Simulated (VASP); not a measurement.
# Al5GaP6 (P-4m2) in VASP: a series of runs

Al5GaP6 is run at these levels: PBE; tasks: single point, relaxation of cell and atoms.

All numbers are computed with VASP 6.6.1; they aren't measurements. Logs are shortened: lines on timing, memory, paths and dates and some standing lists are left out, and cuts for length are marked.

## Step 1: The cell of the first run

The structure is tetragonal, space group P-4m2 (No. 115). The conventional cell has a = 3.711 Å, b = 3.711 Å, c = 15.745 Å, α = 90.00°, β = 90.00°, γ = 90.00°. Al (site symmetry 2mm) has 4 P at 2.27 Å within 3.0 Å. Within 3.0 Å of Al (site symmetry 2mm) lie 4 P at 2.27 Å. Al (site symmetry -4m2) has 4 P at 2.27 Å within 3.0 Å. Ga (site symmetry -4m2) has 4 P at 2.27 Å within 3.0 Å. Within 3.0 Å of P (site symmetry 2mm) lie 4 Al at 2.27 Å. P (site symmetry 2mm) has 4 Al at 2.27 Å within 3.0 Å. Within 3.0 Å of P (site symmetry 2mm) lie 2 Ga at 2.27 Å and 2 Al at 2.27 Å.

## Step 2: Single point, PBE

File INCAR:

```
PREC     = Accurate       # precision mode
ENCUT    = 520            # plane-wave cutoff, eV
EDIFF    = 1E-7           # SCF threshold, eV
ISMEAR   = 0              # smearing method
SIGMA    = 0.1            # smearing width, eV
LREAL    = False          # projectors in reciprocal space
LASPH    = True           # aspherical terms in the spheres
NELM     = 60             # most SCF steps
ALGO     = Normal         # electronic algorithm
ISIF     = 2              # what is computed and relaxed
LWAVE    = False          # write WAVECAR
LCHARG   = False          # write CHGCAR
GGA      = PE             # functional
NBANDS   = 41             # bands
```

File KPOINTS:

```
Automatic mesh
0
Gamma
  6 6 1
```

File POSCAR:

```
Al5GaP6
1.0
    3.7111267600      0.0000000000      0.0000000000
    0.0000000000      3.7111267600      0.0000000000
    0.0000000000      0.0000000000     15.7449773800
Al Ga P
5 1 6
Direct
    0.5000000000      0.5000000000      0.8333333300
    0.0000000000      0.0000000000      0.6666666700
    0.5000000000      0.5000000000      0.5000000000
    0.0000000000      0.0000000000      0.3333333300
    0.5000000000      0.5000000000      0.1666666700
    0.0000000000      0.0000000000      0.0000000000
    0.5000000000      0.0000000000      0.7500000000
    0.0000000000      0.5000000000      0.5833333300
    0.5000000000      0.0000000000      0.4166666700
    0.0000000000      0.5000000000      0.2500000000
    0.5000000000      0.0000000000      0.0833333300
    0.0000000000      0.5000000000      0.9166666700
```

Potentials or basis: VASP PAW PBE potentials, release 64 (Al, Ga_d, P).

The run is started by

```bash
$ cat potpaw_PBE.64/Al/POTCAR potpaw_PBE.64/Ga_d/POTCAR potpaw_PBE.64/P/POTCAR > POTCAR
$ mpirun -np 1 vasp_std > vasp.out
```

OUTCAR:

```text
PREC = Accurate
   ENCUT = 520
   EDIFF = 1E-7
   ISMEAR = 0
   LREAL = False
   LASPH = True
   NELM = 60
   ISIF = 2
   GGA = PE

 ion  position               nearest neighbor table
   1  0.500  0.500  0.833-   7 2.27   7 2.27  12 2.27  12 2.27
   2  0.000  0.000  0.667-   7 2.27   7 2.27   8 2.27   8 2.27
   3  0.500  0.500  0.500-   8 2.27   9 2.27   9 2.27   8 2.27
   4  0.000  0.000  0.333-  10 2.27  10 2.27   9 2.27   9 2.27
   5  0.500  0.500  0.167-  10 2.27  10 2.27  11 2.27  11 2.27
   6  0.000  0.000  0.000-  11 2.27  12 2.27  12 2.27  11 2.27
   7  0.500  0.000  0.750-   1 2.27   2 2.27   1 2.27   2 2.27
   8  0.000  0.500  0.583-   3 2.27   3 2.27   2 2.27   2 2.27
   9  0.500  0.000  0.417-   3 2.27   3 2.27   4 2.27   4 2.27
  10  0.000  0.500  0.250-   4 2.27   5 2.27   4 2.27   5 2.27
  11  0.500  0.000  0.083-   6 2.27   6 2.27   5 2.27   5 2.27
  12  0.000  0.500  0.917-   6 2.27   6 2.27   1 2.27   1 2.27

  LATTYP: Found a simple tetragonal cell.
 ALAT       =     3.7111267600
 C/A-ratio  =     4.2426406852

  Lattice vectors:

 A1 = (   3.7111267600,   0.0000000000,   0.0000000000)
 A2 = (   0.0000000000,   3.7111267600,   0.0000000000)
 A3 = (   0.0000000000,   0.0000000000,  15.7449773800)

Analysis of symmetry for initial positions (statically):
=====================================================================
 Subroutine PRICEL returns:
 Original cell was already a primitive cell.

 Routine SETGRP: Setting up the symmetry group for a
 simple tetragonal supercell.

 Subroutine GETGRP returns: Found  8 space group operations
 (whereof  8 operations were pure point group operations)
 out of a pool of 16 trial point group operations.

The static configuration has the point symmetry D_2d.

Analysis of symmetry for dynamics (positions and initial velocities):
=====================================================================
 Subroutine PRICEL returns:
 Original cell was already a primitive cell.

 Routine SETGRP: Setting up the symmetry group for a
 simple tetragonal supercell.

 Subroutine GETGRP returns: Found  8 space group operations
 (whereof  8 operations were pure point group operations)
 out of a pool of 16 trial point group operations.

The dynamic configuration has the point symmetry D_2d.

 Subroutine INISYM returns: Found  8 space group operations
 (whereof  8 operations are pure point group operations),
 and found     1 'primitive' translations

----------------------------------------------------------------------------------------

                                     Primitive cell

  volume of cell :     216.8471

  direct lattice vectors                    reciprocal lattice vectors
     3.711126760  0.000000000  0.000000000     0.269459942  0.000000000  0.000000000
     0.000000000  3.711126760  0.000000000     0.000000000  0.269459942  0.000000000
     0.000000000  0.000000000 15.744977380     0.000000000  0.000000000  0.063512317

  length of vectors
     3.711126760  3.711126760 15.744977380     0.269459942  0.269459942  0.063512317

  position of ions in fractional coordinates (direct lattice)
     0.500000000  0.500000000  0.833333330
     0.000000000  0.000000000  0.666666670
     0.500000000  0.500000000  0.500000000
     0.000000000  0.000000000  0.333333330
     0.500000000  0.500000000  0.166666670
     0.000000000  0.000000000  0.000000000
     0.500000000  0.000000000  0.750000000
     0.000000000  0.500000000  0.583333330
     0.500000000  0.000000000  0.416666670
     0.000000000  0.500000000  0.250000000
     0.500000000  0.000000000  0.083333330
     0.000000000  0.500000000  0.916666670

  ion indices of the primitive-cell ions
   primitive index   ion index
                 1           1
                 2           2
                 3           3
                 4           4
                 5           5
                 6           6
                 7           7
                 8           8
                 9           9
                10          10
                11          11
                12          12

----------------------------------------------------------------------------------------

 KPOINTS: Automatic mesh

Automatic generation of k-mesh.
 Grid dimensions read from file:
 generate k-points for:    6    6    1

 Generating k-lattice:

  Cartesian coordinates                     Fractional coordinates (reciprocal lattice)
     0.044909990  0.000000000  0.000000000     0.166666667  0.000000000  0.000000000
     0.000000000  0.044909990  0.000000000     0.000000000  0.166666667  0.000000000
     0.000000000  0.000000000  0.063512317     0.000000000  0.000000000  1.000000000

  Length of vectors
     0.044909990  0.044909990  0.063512317

  Shift w.r.t. Gamma in fractional coordinates (k-lattice)
     0.000000000  0.000000000  0.000000000

 Subroutine IBZKPT returns following result:
 ===========================================

 Found     10 irreducible k-points:

 Following reciprocal coordinates:
            Coordinates               Weight
  0.000000  0.000000  0.000000      1.000000
  0.166667  0.000000  0.000000      4.000000
  0.333333  0.000000  0.000000      4.000000
  0.500000  0.000000  0.000000      2.000000
  0.166667  0.166667  0.000000      4.000000
  0.333333  0.166667  0.000000      8.000000
  0.500000  0.166667  0.000000      4.000000
  0.333333  0.333333  0.000000      4.000000
  0.500000  0.333333  0.000000      4.000000
  0.500000  0.500000  0.000000      1.000000
   k-points           NKPTS =     10   k-points in BZ     NKDIM =     10   number of bands    NBANDS=     41
   number of dos      NEDOS =    301   number of ions     NIONS =     12
   total plane-waves  NPLWV =  94080
   dimension x,y,z NGX =    28 NGY =   28 NGZ =  120
   dimension x,y,z NGXF=    56 NGYF=   56 NGZF=  240
   ions per type =               5   1   6
   NGX,Y,Z   is equivalent  to a cutoff of  12.54, 12.54, 12.67 a.u.
   NGXF,Y,Z  is equivalent  to a cutoff of  25.09, 25.09, 25.34 a.u.
 SYSTEM =  unknown system
   PREC   = accura    normal or accurate (medium, high low for compatibility)
   ISTART =      0    job   : 0-new  1-cont  2-samecut
   ICHARG =      2    charge: 1-file 2-atom 10-const
   ISPIN  =      1    spin polarized calculation?
   LNONCOLLINEAR =      F non collinear calculations
   LSORBIT =      F    spin-orbit coupling
   LASPH  =      T    aspherical Exc in radial PAW
   ENCUT  =  520.0 eV  38.22 Ry    6.18 a.u.   6.90  6.90 29.28*2*pi/ulx,y,z
   NELM   =     60;   NELMIN=  2; NELMDL= -5     # of ELM steps
   EDIFF  = 0.1E-06   stopping-criterion for ELM
   LREAL  =      F    real-space projection
   EDIFFG = 0.1E-05   stopping-criterion for IOM
   NSW    =      0    number of steps for IOM
   IBRION =     -1    ionic relax: 0-MD 1-quasi-New 2-CG
   NFREE  =      0    steps in history (QN), initial steepest desc. (CG)
   ISIF   =      2    stress and relaxation
   ISYM   =      2    0-nonsym 1-usesym 2-fastsym
   POTIM  = 0.5000    time-step for ionic-motion
   TEBEG  =    0.0;   TEEND  =   0.0 temperature during run
   PSTRESS=    0.0 pullay stress
   NELECT =      58.0000    total number of electrons
   NUPDOWN=      -1.0000    fix difference up-down
   EMIN   =  10.00;   EMAX   =-10.00  energy-range for DOS
   EFERMI =   0.00;   METHOD = LEGACY
   ISMEAR =     0;   SIGMA  =   0.10  broadening in eV -4-tet -1-fermi 0-gaus
   EFERMI_NEDOS =   21; number of points for ismear=-14 and -15
   IALGO  =     38    algorithm
   IMIX   =      4    mixing-type and parameters
     AMIX     =   0.40;   BMIX     =  1.00
     AMIX_MAG =   1.60;   BMIX_MAG =  1.00
  volume/ion in A,a.u.               =      18.07       121.95
  Fermi-wavevector in a.u.,A,eV,Ry     =   1.054791  1.993265 15.137616  1.112583
  Thomas-Fermi vector in A             =   2.189964
   LORBIT       =      0    0 simple, 1 ext, 2 COOP (PROOUT), +10 PAW based schemes
   GGA     = PE    functional components
   LHFCALC =     F    Hartree Fock is set to
   AEXX    =    0.0000 exact exchange contribution
   IVDW    =     0    specifies the selected vdW correction
   LEPSILON=     F    determine dielectric tensor
   LRPA    =     F    only Hartree local field effects (RPA)
 non-spin polarized calculation
 Gauss-broadening in eV      SIGMA  =   0.10
  energy-cutoff  :      520.00
  volume of cell :      216.85
 maximum number of plane-waves:      5880
 NGX is ok and might be reduce to    28
   NGX = 13   NGY = 13   NGZ = 59

 number of electron      57.9999993 magnetization

 Free energy of the ion-electron system (eV)
  ---------------------------------------------------
  ext. energy  EPLUGINS =         0.00000000
  ---------------------------------------------------
  free energy    TOTEN  =       -59.50933449 eV

  energy without entropy =      -59.50933449  energy(sigma->0) =      -59.50933449

 E-fermi :   6.2159     XC(G=0):  -9.7913

 val. band max:        5.7750945963   @ k =   0.0000   0.0000   0.0000
 cond. band min:       7.0648901207   @ k =   0.5000   0.5000   0.0000
 fundamental gap:      1.2897955244
 Fermi energy:         6.2159119104

 k-point     1 :       0.0000    0.0000    0.0000
  band No.  band energies     occupation
      1      -8.6635      2.00000
      2      -8.5294      2.00000
      3      -8.5294      2.00000
      4      -8.4640      2.00000
      5      -8.4178      2.00000
      6      -6.7198      2.00000
[... 33 lines left out ...]
     40      10.3253      0.00000
     41      10.3294      0.00000

 k-point     2 :       0.1667    0.0000    0.0000
  band No.  band energies     occupation
      1      -8.6530      2.00000
      2      -8.5488      2.00000
      3      -8.5285      2.00000
      4      -8.4575      2.00000
      5      -8.4228      2.00000
      6      -6.4741      2.00000
[... 346 lines left out ...]
      1      -8.6173      2.00000
      2      -8.6173      2.00000
      3      -8.4806      2.00000
      4      -8.4671      2.00000
      5      -8.4266      2.00000
      6      -3.7892      2.00000
[... 33 lines left out ...]
     40      10.1026      0.00000
     41      10.3446      0.00000

------------------------ aborting loop because EDIFF is reached ----------------------------------------

  FORCE on cell =-STRESS in cart. coord.  units (eV):
  Direction    XX          YY          ZZ          XY          YZ          ZX
  --------------------------------------------------------------------------------------
  -------------------------------------------------------------------------------------
  Total       21.5495201     21.5495201     21.3046880      0.0000000      0.0000000      0.0000000
  in kB      159.2188812    159.2188812    157.4099359      0.0000000      0.0000000      0.0000000
  external PRESSURE =     158.6158994 kB  Pullay stress =       0.0000000 kB

 VOLUME and BASIS-vectors are now :
 -----------------------------------------------------------------------------
  energy-cutoff  :      520.00
  volume of cell :      216.85
      direct lattice vectors                 reciprocal lattice vectors
     3.711126760  0.000000000  0.000000000     0.269459942  0.000000000  0.000000000
     0.000000000  3.711126760  0.000000000     0.000000000  0.269459942  0.000000000
     0.000000000  0.000000000 15.744977380     0.000000000  0.000000000  0.063512317

 POSITION                                       TOTAL-FORCE (eV/Angst)
 -----------------------------------------------------------------------------------
      1.85556      1.85556     13.12081        -0.000000     -0.000000      0.030353
      0.00000      0.00000     10.49665        -0.000000      0.000000      0.002797
      1.85556      1.85556      7.87249        -0.000000      0.000000      0.000000
      0.00000      0.00000      5.24833        -0.000000      0.000000     -0.002797
      1.85556      1.85556      2.62416        -0.000000     -0.000000     -0.030353
      0.00000      0.00000      0.00000        -0.000000      0.000000      0.000000
      1.85556      0.00000     11.80873        -0.000000      0.000000      0.016317
      0.00000      1.85556      9.18457         0.000000      0.000000     -0.002017
      1.85556      0.00000      6.56041        -0.000000      0.000000      0.002017
      0.00000      1.85556      3.93624         0.000000      0.000000     -0.016317
      1.85556      0.00000      1.31208        -0.000000     -0.000000      0.040993
      0.00000      1.85556     14.43290        -0.000000     -0.000000     -0.040993
 -----------------------------------------------------------------------------------
    total drift:                               -0.000000      0.000000      0.000000

  FREE ENERGIE OF THE ION-ELECTRON SYSTEM (eV)
  ---------------------------------------------------
  free  energy   TOTEN  =       -59.5093344888 eV

  energy  without entropy=      -59.5093344888  energy(sigma->0) =      -59.50933449
```

It took 2.3 min on 1 thread of Intel Xeon 8259CL, shared host; peak memory 0.33 GiB.

What came out:

| Property | Result |
| --- | --- |
| Free energy | -59.5093 eV |
| Pressure | 15.9 GPa |
| Largest force | 0.041 eV/Å |
| Band gap on the k mesh | 1.29 eV (least direct gap 1.30 eV) |

Forces in eV/Å, atoms in the order of the input:
```
Al   0.000  0.000  0.030
Al   0.000  0.000  0.003
Al   0.000  0.000  0.000
Al   0.000  0.000 -0.003
Al   0.000  0.000 -0.030
Ga   0.000  0.000  0.000
P    0.000  0.000  0.016
P    0.000  0.000 -0.002
P    0.000  0.000  0.002
P    0.000  0.000 -0.016
P    0.000  0.000  0.041
P    0.000  0.000 -0.041
```

Stress tensor (GPa, compression positive):
```
15.92  0.00  0.00
 0.00 15.92  0.00
 0.00  0.00 15.74
```

Levels at points of the mesh, in eV from the valence-band top:
| k point | band 26 | band 27 | band 28 | band 29 | band 30 | band 31 | band 32 | band 33 |
| --- | --- | --- | --- | --- | --- | --- | --- | --- |
| (0.00, 0.00, 0.00) | -0.86 | -0.03 | 0.00 | 0.00 | 1.30 | 1.88 | 2.13 | 2.25 |
| (0.50, 0.00, 0.00) | -0.99 | -0.98 | -0.92 | -0.89 | 3.08 | 3.57 | 3.57 | 3.68 |
| (0.50, 0.50, 0.00) | -2.51 | -2.50 | -2.50 | -2.48 | 1.29 | 1.29 | 2.06 | 2.41 |

Caveat: the cell stands under pressure; an odd mesh through Γ misses points on the zone boundary, where band edges can lie.

(Part 1 of 3 ends here.)
